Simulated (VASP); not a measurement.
# Cd2Se5 (P4/mmm) in VASP: notebook

The runs below take Cd2Se5 through single point, with PBE.

Everything below comes from runs of VASP 6.6.1. Logs are shortened: lines on timing, memory, paths and dates and some standing lists are left out, and cuts for length are marked.

## 1. The cell of the first run

The structure is tetragonal, space group P4/mmm (No. 123). Conventional cell: a = 4.456 Å, b = 4.456 Å, c = 10.026 Å, α = 90.00°, β = 90.00°, γ = 90.00°. Within 3.6 Å of Cd (site symmetry 4mm) lie 1 Cd at 2.71 Å and 4 Se at 2.91 Å. Se (site symmetry 2mm) has 7 Se at 2.85 to 3.57 Å and 2 Cd at 2.91 Å within 3.8 Å. Se (site symmetry 4/mmm) has 8 Se at 2.85 Å and 2 Cd at 3.66 Å within 3.8 Å.

## 2. Single point, PBE

Input file INCAR:

```
SYSTEM = Cd2Se5
PREC = Accurate
ENCUT = 500
EDIFF = 1E-6
ISMEAR = 0
SIGMA = 0.2
LREAL = .FALSE.
LASPH = .TRUE.
NELM = 120
ALGO = Normal
ISIF = 2
LWAVE = .FALSE.
LCHARG = .FALSE.
GGA = PE
NBANDS = 36
GGA_COMPAT = .FALSE.
```

Input file KPOINTS:

```
Automatic mesh
0
G
  3 3 2
  0 0 0
```

Input file POSCAR:

```
Cd2Se5
1.0
    4.4561973664      0.0000000000      0.0000000000
    0.0000000000      4.4561973664      0.0000000000
    0.0000000000      0.0000000000     10.0261777586
Cd Se
2 5
Direct
    0.0000000000      0.0000000000      0.6351135810
    0.0000000000      0.0000000000      0.3648864190
    0.0000000000      0.5000000000      0.8221214844
    0.5000000000      0.0000000000      0.8221214844
    0.0000000000      0.5000000000      0.1778785156
    0.5000000000      0.0000000000      0.1778785156
    0.0000000000      0.0000000000      0.0000000000
```

Potentials or basis: VASP PAW PBE potentials, release 64 (Cd, Se).

Command:

```console
cat potpaw_PBE.64/Cd/POTCAR potpaw_PBE.64/Se/POTCAR > POTCAR
mpirun -np 1 vasp_std > vasp.out
```

OUTCAR:

```text
SYSTEM = Cd2Se5
   PREC = Accurate
   ENCUT = 500
   EDIFF = 1E-6
   ISMEAR = 0
   LREAL = .FALSE.
   LASPH = .TRUE.
   NELM = 120
   ISIF = 2
   GGA = PE

 ion  position               nearest neighbor table
   1  0.000  0.000  0.635-   2 2.71   3 2.91   4 2.91   3 2.91   4 2.91
   2  0.000  0.000  0.365-   1 2.71   5 2.91   6 2.91   5 2.91   6 2.91
   3  0.000  0.500  0.822-   1 2.91   1 2.91
   4  0.500  0.000  0.822-   1 2.91   1 2.91
   5  0.000  0.500  0.178-   2 2.91   2 2.91
   6  0.500  0.000  0.178-   2 2.91   2 2.91
   7  0.000  0.000  0.000-

  LATTYP: Found a simple tetragonal cell.
 ALAT       =     4.4561973664
 C/A-ratio  =     2.2499402370

  Lattice vectors:

 A1 = (   4.4561973664,   0.0000000000,   0.0000000000)
 A2 = (   0.0000000000,   4.4561973664,   0.0000000000)
 A3 = (   0.0000000000,   0.0000000000,  10.0261777586)

Analysis of symmetry for initial positions (statically):
=====================================================================
 Subroutine PRICEL returns:
 Original cell was already a primitive cell.

 Routine SETGRP: Setting up the symmetry group for a
 simple tetragonal supercell.

 Subroutine GETGRP returns: Found 16 space group operations
 (whereof 16 operations were pure point group operations)
 out of a pool of 16 trial point group operations.

The static configuration has the point symmetry D_4h.

Analysis of symmetry for dynamics (positions and initial velocities):
=====================================================================
 Subroutine PRICEL returns:
 Original cell was already a primitive cell.

 Routine SETGRP: Setting up the symmetry group for a
 simple tetragonal supercell.

 Subroutine GETGRP returns: Found 16 space group operations
 (whereof 16 operations were pure point group operations)
 out of a pool of 16 trial point group operations.

The dynamic configuration has the point symmetry D_4h.

 Subroutine INISYM returns: Found 16 space group operations
 (whereof 16 operations are pure point group operations),
 and found     1 'primitive' translations

----------------------------------------------------------------------------------------

                                     Primitive cell

  volume of cell :     199.0968

  direct lattice vectors                    reciprocal lattice vectors
     4.456197366  0.000000000  0.000000000     0.224406578  0.000000000  0.000000000
     0.000000000  4.456197366  0.000000000     0.000000000  0.224406578  0.000000000
     0.000000000  0.000000000 10.026177759     0.000000000  0.000000000  0.099738906

  length of vectors
     4.456197366  4.456197366 10.026177759     0.224406578  0.224406578  0.099738906

  position of ions in fractional coordinates (direct lattice)
     0.000000000  0.000000000  0.635113581
     0.000000000  0.000000000  0.364886419
     0.000000000  0.500000000  0.822121484
     0.500000000  0.000000000  0.822121484
     0.000000000  0.500000000  0.177878516
     0.500000000  0.000000000  0.177878516
     0.000000000  0.000000000  0.000000000

  ion indices of the primitive-cell ions
   primitive index   ion index
                 1           1
                 2           2
                 3           3
                 4           4
                 5           5
                 6           6
                 7           7

----------------------------------------------------------------------------------------

 KPOINTS: Automatic mesh

Automatic generation of k-mesh.
 Grid dimensions read from file:
 generate k-points for:    3    3    2

 Generating k-lattice:

  Cartesian coordinates                     Fractional coordinates (reciprocal lattice)
     0.074802193  0.000000000  0.000000000     0.333333333  0.000000000  0.000000000
     0.000000000  0.074802193  0.000000000     0.000000000  0.333333333  0.000000000
     0.000000000  0.000000000  0.049869453     0.000000000  0.000000000  0.500000000

  Length of vectors
     0.074802193  0.074802193  0.049869453

  Shift w.r.t. Gamma in fractional coordinates (k-lattice)
     0.000000000  0.000000000  0.000000000

 Subroutine IBZKPT returns following result:
 ===========================================

 Found      6 irreducible k-points:

 Following reciprocal coordinates:
            Coordinates               Weight
  0.000000  0.000000  0.000000      1.000000
  0.333333  0.000000  0.000000      4.000000
  0.333333  0.333333  0.000000      4.000000
  0.000000  0.000000  0.500000      1.000000
  0.333333  0.000000  0.500000      4.000000
  0.333333  0.333333  0.500000      4.000000
   k-points           NKPTS =      6   k-points in BZ     NKDIM =      6   number of bands    NBANDS=     36
   number of dos      NEDOS =    301   number of ions     NIONS =      7
   total plane-waves  NPLWV =  81920
   dimension x,y,z NGX =    32 NGY =   32 NGZ =   80
   dimension x,y,z NGXF=    64 NGYF=   64 NGZF=  160
   ions per type =               2   5
   NGX,Y,Z   is equivalent  to a cutoff of  11.94, 11.94, 13.26 a.u.
   NGXF,Y,Z  is equivalent  to a cutoff of  23.88, 23.88, 26.53 a.u.
 SYSTEM =  Cd2Se5
   PREC   = accura    normal or accurate (medium, high low for compatibility)
   ISTART =      0    job   : 0-new  1-cont  2-samecut
   ICHARG =      2    charge: 1-file 2-atom 10-const
   ISPIN  =      1    spin polarized calculation?
   LNONCOLLINEAR =      F non collinear calculations
   LSORBIT =      F    spin-orbit coupling
   LASPH  =      T    aspherical Exc in radial PAW
   ENCUT  =  500.0 eV  36.75 Ry    6.06 a.u.   8.12  8.12 18.28*2*pi/ulx,y,z
   NELM   =    120;   NELMIN=  2; NELMDL= -5     # of ELM steps
   EDIFF  = 0.1E-05   stopping-criterion for ELM
   LREAL  =      F    real-space projection
   EDIFFG = 0.1E-04   stopping-criterion for IOM
   NSW    =      0    number of steps for IOM
   IBRION =     -1    ionic relax: 0-MD 1-quasi-New 2-CG
   NFREE  =      0    steps in history (QN), initial steepest desc. (CG)
   ISIF   =      2    stress and relaxation
   ISYM   =      2    0-nonsym 1-usesym 2-fastsym
   POTIM  = 0.5000    time-step for ionic-motion
   TEBEG  =    0.0;   TEEND  =   0.0 temperature during run
   PSTRESS=    0.0 pullay stress
   NELECT =      54.0000    total number of electrons
   NUPDOWN=      -1.0000    fix difference up-down
   EMIN   =  10.00;   EMAX   =-10.00  energy-range for DOS
   EFERMI =   0.00;   METHOD = LEGACY
   ISMEAR =     0;   SIGMA  =   0.20  broadening in eV -4-tet -1-fermi 0-gaus
   EFERMI_NEDOS =   21; number of points for ismear=-14 and -15
   IALGO  =     38    algorithm
   IMIX   =      4    mixing-type and parameters
     AMIX     =   0.40;   BMIX     =  1.00
     AMIX_MAG =   1.60;   BMIX_MAG =  1.00
  volume/ion in A,a.u.               =      28.44       191.94
  Fermi-wavevector in a.u.,A,eV,Ry     =   1.059704  2.002551 15.278976  1.122973
  Thomas-Fermi vector in A             =   2.195059
   LORBIT       =      0    0 simple, 1 ext, 2 COOP (PROOUT), +10 PAW based schemes
   GGA     = PE    functional components
   LHFCALC =     F    Hartree Fock is set to
   AEXX    =    0.0000 exact exchange contribution
   IVDW    =     0    specifies the selected vdW correction
   LEPSILON=     F    determine dielectric tensor
   LRPA    =     F    only Hartree local field effects (RPA)
 non-spin polarized calculation
 Gauss-broadening in eV      SIGMA  =   0.20
  energy-cutoff  :      500.00
  volume of cell :      199.10
 maximum number of plane-waves:      5113
   NGX = 17   NGY = 17   NGZ = 37

 number of electron      54.0000017 magnetization

 Free energy of the ion-electron system (eV)
  ---------------------------------------------------
  ext. energy  EPLUGINS =         0.00000000
  ---------------------------------------------------
  free energy    TOTEN  =       -17.11210861 eV

  energy without entropy =      -17.04449255  energy(sigma->0) =      -17.07830058

 E-fermi :   1.8746     XC(G=0):  -8.7651

 val. band max:        1.8575374596   @ k =   0.0000   0.0000   0.0000
 cond. band min:       1.9056618355   @ k =   0.0000   0.0000   0.5000
 fundamental gap:      0.0481243759
 Fermi energy:         1.8746422176

 k-point     1 :       0.0000    0.0000    0.0000
  band No.  band energies     occupation
      1     -13.4159      2.00000
      2     -11.8372      2.00000
      3      -9.8650      2.00000
      4      -9.6095      2.00000
      5      -9.3743      2.00000
      6      -6.8096      2.00000
[... 28 lines left out ...]
     35       7.0710      0.00000
     36       7.7306      0.00000

 k-point     2 :       0.3333    0.0000    0.0000
  band No.  band energies     occupation
      1     -12.9644      2.00000
      2     -11.3206      2.00000
      3     -10.6464      2.00000
      4     -10.0938      2.00000
      5      -9.6957      2.00000
      6      -6.8144      2.00000
[... 28 lines left out ...]
     35       7.5218      0.00000
     36       7.9561      0.00000

 k-point     3 :       0.3333    0.3333    0.0000
  band No.  band energies     occupation
      1     -12.4898      2.00000
      2     -10.9387      2.00000
      3     -10.6335      2.00000
      4     -10.4273      2.00000
      5     -10.2881      2.00000
      6      -6.8263      2.00000
[... 28 lines left out ...]
     35       6.8661      0.00000
     36       8.1971      0.00000

 k-point     4 :       0.0000    0.0000    0.5000
  band No.  band energies     occupation
      1     -13.4140      2.00000
      2     -11.8442      2.00000
      3      -9.8570      2.00000
      4      -9.6070      2.00000
      5      -9.3774      2.00000
      6      -6.8126      2.00000
[... 28 lines left out ...]
     35       6.3541      0.00000
     36       7.0106      0.00000

 k-point     5 :       0.3333    0.0000    0.5000
  band No.  band energies     occupation
      1     -12.9628      2.00000
      2     -11.3268      2.00000
      3     -10.6442      2.00000
      4     -10.0978      2.00000
      5      -9.6898      2.00000
      6      -6.8244      2.00000
[... 28 lines left out ...]
     35       6.9262      0.00000
     36       7.3163      0.00000

 k-point     6 :       0.3333    0.3333    0.5000
  band No.  band energies     occupation
      1     -12.4884      2.00000
      2     -10.9434      2.00000
      3     -10.6313      2.00000
      4     -10.4248      2.00000
      5     -10.2912      2.00000
      6      -6.8739      2.00000
[... 28 lines left out ...]
     35       6.8356      0.00000
     36       7.4303      0.00000

------------------------ aborting loop because EDIFF is reached ----------------------------------------

  FORCE on cell =-STRESS in cart. coord.  units (eV):
  Direction    XX          YY          ZZ          XY          YZ          ZX
  --------------------------------------------------------------------------------------
  -------------------------------------------------------------------------------------
  Total        0.0812976      0.0812976      1.1918031      0.0000000     -0.0000000      0.0000000
  in kB        0.6542201      0.6542201      9.5907119      0.0000000     -0.0000000      0.0000000
  external PRESSURE =       3.6330507 kB  Pullay stress =       0.0000000 kB

 VOLUME and BASIS-vectors are now :
 -----------------------------------------------------------------------------
  energy-cutoff  :      500.00
  volume of cell :      199.10
      direct lattice vectors                 reciprocal lattice vectors
     4.456197366  0.000000000  0.000000000     0.224406578  0.000000000  0.000000000
     0.000000000  4.456197366  0.000000000     0.000000000  0.224406578  0.000000000
     0.000000000  0.000000000 10.026177759     0.000000000  0.000000000  0.099738906

 POSITION                                       TOTAL-FORCE (eV/Angst)
 -----------------------------------------------------------------------------------
      0.00000      0.00000      6.36776        -0.000000     -0.000000     -0.028106
      0.00000      0.00000      3.65842         0.000000      0.000000      0.028106
      0.00000      2.22810      8.24274        -0.000000     -0.000000      0.015001
      2.22810      0.00000      8.24274        -0.000000      0.000000      0.015001
      0.00000      2.22810      1.78344        -0.000000     -0.000000     -0.015001
      2.22810      0.00000      1.78344        -0.000000      0.000000     -0.015001
      0.00000      0.00000      0.00000        -0.000000     -0.000000      0.000000
 -----------------------------------------------------------------------------------
    total drift:                                0.000000      0.000000      0.000000

  FREE ENERGIE OF THE ION-ELECTRON SYSTEM (eV)
  ---------------------------------------------------
  free  energy   TOTEN  =       -17.1121086089 eV

  energy  without entropy=      -17.0444925508  energy(sigma->0) =      -17.07830058
```

It took 56 s on 1 thread of Intel Xeon 6975P-C, shared host; peak memory 0.28 GiB.

Results:

- Free energy: -17.1121 eV
- Pressure: 0.4 GPa
- Largest force: 0.028 eV/Å
- Band gap on the k mesh: zero (band 27 reaches 2.26 eV, above the bottom of band 28 at 1.28 eV)

Forces on the atoms (eV/Å):
```
Cd   0.000  0.000 -0.028
Cd   0.000  0.000  0.028
Se   0.000  0.000  0.015
Se   0.000  0.000  0.015
Se   0.000  0.000 -0.015
Se   0.000  0.000 -0.015
Se   0.000  0.000  0.000
```

Stress tensor (GPa, compression positive):
```
0.07 0.00 0.00
0.00 0.07 0.00
0.00 0.00 0.96
```

Levels at points of the mesh, in eV from the Fermi level:
```
           k point  band 25  band 26  band 27  band 28  band 29  band 30
(0.00, 0.00, 0.00)    -0.81    -0.81    -0.02     0.92     0.92     1.18
(0.00, 0.00, 0.50)    -0.77    -0.03     0.03     0.90     0.90     1.29
```

Caveat: the k points lie up to 0.47 Å⁻¹ apart.

## 3. Single point, PBE

This run uses another cell than the first one, of 31.69 Å³/atom, 1.114 times its volume.

Input file INCAR:

```
ALGO = Normal
EDIFF = 1E-6
ENCUT = 500
GGA = PE
GGA_COMPAT = F
ISIF = 2
ISMEAR = 0
LASPH = T
LCHARG = T
LELF = T
LREAL = F
LVHAR = T
LWAVE = F
NBANDS = 36
NELM = 120
PREC = Accurate
SIGMA = 0.2
```

Input file KPOINTS:

```
k-points
0
Gamma
  3 3 3
```

Input file POSCAR:

```
Cd2Se5
1.0
    6.6143269292      0.0000000000      0.0000000000
    0.0000000000      6.6143269292      0.0000000000
    0.0000000000      0.0000000000      5.0707722716
Cd Se
2 5
Direct
    0.0000000000      0.0000000000      0.0000000000
    0.5000000000      0.5000000000      0.0000000000
    0.2279998263      0.5000000000      0.5000000000
    0.7720001737      0.5000000000      0.5000000000
    0.5000000000      0.2279998263      0.5000000000
    0.5000000000      0.7720001737      0.5000000000
    0.0000000000      0.0000000000      0.5000000000
```

Potentials or basis: VASP PAW PBE potentials, release 64 (Cd, Se).

Command:

```console
cat potpaw_PBE.64/Cd/POTCAR potpaw_PBE.64/Se/POTCAR > POTCAR
mpirun -np 1 vasp_std > vasp.out
```

Run time: 59 s. Hardware: 1 thread of Intel Xeon 6975P-C, shared host; peak memory 0.3 GiB.

It converged, with:

```yaml
Free_energy: -17.7192 eV
Pressure: 0.3 GPa
Largest_force: 0.023 eV/Å
Band_gap_on_the_k_mesh: zero (band 27 reaches 1.68 eV, above the bottom of band 28 at 0.95 eV)
```

Forces on the atoms (eV/Å):
```
Cd   0.000  0.000  0.000
Cd   0.000  0.000  0.000
Se  -0.023  0.000  0.000
Se   0.023  0.000  0.000
Se   0.000 -0.023  0.000
Se   0.000  0.023  0.000
Se   0.000  0.000  0.000
```

Levels at points of the mesh, in eV from the Fermi level:
```tsv
k point	band 25	band 26	band 27	band 28	band 29	band 30
(0.00, 0.00, 0.00)	-1.54	-1.54	-0.93	-0.27	0.05	1.46
```

Caveat: the k points lie up to 0.41 Å⁻¹ apart.

## 4. Single point, PBE

This run uses another cell than the first one, of 31.82 Å³/atom, 1.119 times its volume.

Input file INCAR:

```
SYSTEM = Cd2Se5
  PREC = Accurate
  ENCUT = 500
  EDIFF = 1E-6
  ISMEAR = 0
  SIGMA = 0.2
  LREAL = .FALSE.
  LASPH = .TRUE.
  NELM = 120
  ALGO = Normal
  ISIF = 2
  LWAVE = .FALSE.
  LCHARG = .FALSE.
  GGA = PE
  NBANDS = 36
  GGA_COMPAT = .FALSE.
```

Input file KPOINTS:

```
Automatic mesh
0
G
  3 3 3
  0 0 0
```

Input file POSCAR:

```
Cd2Se5
1.0
    6.5132653986      0.0000000000      0.0000000000
    0.0000000000      6.5132653986      0.0000000000
    0.0000000000      0.0000000000      5.2504844856
Cd Se
2 5
Direct
    0.0000000000      0.0000000000      0.2508888364
    0.0000000000      0.0000000000      0.7491111636
    0.5000000000      0.5000000000      0.5000000000
    0.8239020786      0.5000000000      0.0000000000
    0.1760979214      0.5000000000      0.0000000000
    0.5000000000      0.8239020786      0.0000000000
    0.5000000000      0.1760979214      0.0000000000
```

Potentials or basis: VASP PAW PBE potentials, release 64 (Cd, Se).

Command:

```console
cat potpaw_PBE.64/Cd/POTCAR potpaw_PBE.64/Se/POTCAR > POTCAR
mpirun -np 1 vasp_std > vasp.out
```

OUTCAR:

```text
SYSTEM = Cd2Se5
   PREC = Accurate
   ENCUT = 500
   EDIFF = 1E-6
   ISMEAR = 0
   LREAL = .FALSE.
   LASPH = .TRUE.
   NELM = 120
   ISIF = 2
   GGA = PE

 ion  position               nearest neighbor table
   1  0.000  0.000  0.251-   2 2.62   2 2.63
   2  0.000  0.000  0.749-   1 2.62   1 2.63
   3  0.500  0.500  0.500-
   4  0.824  0.500  0.000-   5 2.29
   5  0.176  0.500  0.000-   4 2.29
   6  0.500  0.824  0.000-   7 2.29
[... 424 lines left out ...]
  -------------------------------------------------------------------------------------
  Total        0.1798899      0.1798899      0.4219076      0.0000000      0.0000000      0.0000000
  in kB        1.2939591      1.2939591      3.0348064      0.0000000      0.0000000      0.0000000
  external PRESSURE =       1.8742416 kB  Pullay stress =       0.0000000 kB

 VOLUME and BASIS-vectors are now :
 -----------------------------------------------------------------------------
  energy-cutoff  :      500.00
  volume of cell :      222.74
      direct lattice vectors                 reciprocal lattice vectors
     6.513265399  0.000000000  0.000000000     0.153532819  0.000000000  0.000000000
     0.000000000  6.513265399  0.000000000     0.000000000  0.153532819  0.000000000
     0.000000000  0.000000000  5.250484486     0.000000000  0.000000000  0.190458614

 POSITION                                       TOTAL-FORCE (eV/Angst)
 -----------------------------------------------------------------------------------
      0.00000      0.00000      1.31729        -0.000000     -0.000000     -0.026749
      0.00000      0.00000      3.93320        -0.000000     -0.000000      0.026749
      3.25663      3.25663      2.62524        -0.000000     -0.000000     -0.000000
      5.36629      3.25663      0.00000        -0.054879     -0.000000     -0.000000
      1.14697      3.25663      0.00000         0.054879     -0.000000     -0.000000
      3.25663      5.36629      0.00000        -0.000000     -0.054879      0.000000
      3.25663      1.14697      0.00000        -0.000000      0.054879     -0.000000
 -----------------------------------------------------------------------------------
    total drift:                                0.000000     -0.000000      0.000000

  FREE ENERGIE OF THE ION-ELECTRON SYSTEM (eV)
  ---------------------------------------------------
  free  energy   TOTEN  =       -16.4309446051 eV

  energy  without entropy=      -16.3726353829  energy(sigma->0) =      -16.40178999
```

Wall time 57 s (1 thread of Intel Xeon 6975P-C, shared host); peak memory 0.3 GiB.

Results:

* Free energy: -16.4309 eV
* Pressure: 0.2 GPa
* Largest force: 0.055 eV/Å
* Band gap on the k mesh: zero (band 27 reaches 1.24 eV, above the bottom of band 28 at 0.84 eV)

Forces in eV/Å, atoms in the order of the input:
```
Cd   0.000  0.000 -0.027
Cd   0.000  0.000  0.027
Se   0.000  0.000  0.000
Se  -0.055  0.000  0.000
Se   0.055  0.000  0.000
Se   0.000 -0.055  0.000
Se   0.000  0.055  0.000
```

Levels at points of the mesh, in eV from the Fermi level:
| k point | band 24 | band 25 | band 26 | band 27 | band 28 | band 29 | band 30 | band 31 |
| --- | --- | --- | --- | --- | --- | --- | --- | --- |
| (0.00, 0.00, 0.00) | -1.01 | -1.01 | -0.85 | -0.85 | -0.41 | 1.17 | 1.67 | 2.16 |

Caveat: the k points lie up to 0.40 Å⁻¹ apart.

(Continued in part 2 of 2.)
